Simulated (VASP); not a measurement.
Write the native input for VASP 6.6.1 that does the following.

```yaml
Task: single point
Functional: r2SCAN
Potentials_or_basis: VASP PAW PBE potentials, release 64 (Ga_d, N)
Cutoff: 520 eV
k_mesh: 10 × 10 × 10
Occupations: gaussian, width 0.05 eV
Spin: no spin polarisation
Dipole_correction: no
Further_INCAR_settings: ALGO = Normal; EDIFF = 1e-06; NBANDS = 16
```

GaN:

```
Ga N
1.0
     0.00000    2.24894    2.24894
     2.24894    0.00000    2.24894
     2.24894    2.24894    0.00000
Ga N
1 1
Cartesian
  0.0000 0.0000 0.0000
  3.3445 3.4023 3.4023
```

This cell differs from its parent crystal: all N atoms moved -0.050 Å, as atom 2 towards its neighbour atom 1 (Ga) at 1.948 Å.

The input as run:

POSCAR

```
GaN
1.0
    0.0000000000      2.2489367673      2.2489367673
    2.2489367673      0.0000000000      2.2489367673
    2.2489367673      2.2489367673      0.0000000000
Ga N
1 1
Direct
    0.0000000000      0.0000000000      0.0000000000
    0.7692541075      0.7435819642      0.7435819642
```

INCAR.step1

```
SYSTEM = GaN
PREC = Accurate ; ENCUT = 520
ISMEAR = 0 ; SIGMA = 0.05
LREAL = .FALSE. ; LASPH = .TRUE.
NELM = 100 ; NBANDS = 16
GGA = PE ; ALGO = Normal
EDIFF = 1E-4 ; LWAVE = .TRUE.
LCHARG = .FALSE.
```

INCAR.step2

```
SYSTEM = GaN
PREC = Accurate ; ENCUT = 520
EDIFF = 1E-6 ; ISMEAR = 0
SIGMA = 0.05 ; LREAL = .FALSE.
LASPH = .TRUE. ; NELM = 100
ALGO = Normal ; ISIF = 2
LWAVE = .FALSE. ; LCHARG = .TRUE.
METAGGA = R2SCAN ; LMIXTAU = .TRUE.
LELF = .TRUE. ; LVHAR = .TRUE.
NBANDS = 16 ; ISTART = 1
```

KPOINTS

```
regular mesh
0
G
  10 10 10
  0 0 0
```

Potentials or basis: VASP PAW PBE potentials, release 64 (Ga_d, N).

Run with:

```sh
$ cat potpaw_PBE.64/Ga_d/POTCAR potpaw_PBE.64/N/POTCAR > POTCAR
$ cp INCAR.step1 INCAR
$ mpirun -np 1 vasp_std > vasp.out
$ cp INCAR.step2 INCAR
$ mpirun -np 1 vasp_std > vasp.out
```

Results of the run:

```yaml
Pressure: 1.3 GPa
Largest_force: 0.581 eV/Å
Band_gap_on_the_k_mesh: 2.06 eV, direct
```

Caveat: the cell differs from its parent crystal (all N atoms moved -0.050 Å, as atom 2 towards its neighbour atom 1 (Ga) at 1.948 Å); the PAW data sets were made with another functional, which shifts forces and pressure a little.

Wall time 5 min on 1 thread of AMD EPYC 7R13 (shared host), peak memory 0.15 GiB.
